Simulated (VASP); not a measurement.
Input of a VASP 6.6.1 run:

Contents of INCAR:

```
SYSTEM = Ba2TaC2
  ALGO = Normal
  EDIFF = 1E-6
  ENCUT = 700
  GGA = PE
  GGA_COMPAT = .False.
  ISIF = 2
  ISMEAR = 0
  LASPH = .True.
  LCHARG = .False.
  LREAL = .False.
  LWAVE = .False.
  NBANDS = 28
  NELM = 120
  PREC = Accurate
  SIGMA = 0.1
```

Contents of KPOINTS:

```
k-points
0
Gamma
  6 6 4
  0 0 0
```

Contents of POSCAR:

```
Ba2TaC2
1.0
    3.6281223535      0.0000000000      0.0000000000
   -1.8140611767      3.1420461262      0.0000000000
    0.0000000000      0.0000000000     10.1714850938
Ba Ta C
2 1 2
Direct
    0.6666666667      0.3333333333      0.2739121552
    0.6666666667      0.3333333333      0.7260878448
    0.0000000000      0.0000000000      0.0000000000
    0.3333333333      0.6666666667      0.0794527775
    0.3333333333      0.6666666667      0.9205472225
```

Potentials or basis: VASP PAW PBE potentials, release 64 (Ba_sv, Ta_sv_GW, C).

The run is started by

```sh
$ cat potpaw_PBE.64/Ba_sv/POTCAR potpaw_PBE.64/Ta_sv_GW/POTCAR potpaw_PBE.64/C/POTCAR > POTCAR
$ mpirun -np 1 vasp_std > vasp.out
```

**Question.** What does it give for the pressure?

**Answer.** 0.9 GPa.

**Question.** Estimate the band gap on the k mesh.

**Answer.** Zero (an odd number of electrons rules out a gap without spin polarisation).

**Question.** What does it give for the largest force?

**Answer.** 0.157 eV/Å.

Forces in eV/Å, atoms in the order of the input:
```
Ba   0.000  0.000  0.157
Ba   0.000  0.000 -0.157
Ta   0.000  0.000  0.000
C    0.000  0.000 -0.087
C    0.000  0.000  0.087
```

Caveat: spin-orbit coupling is left out, which moves the levels of the heavy elements.
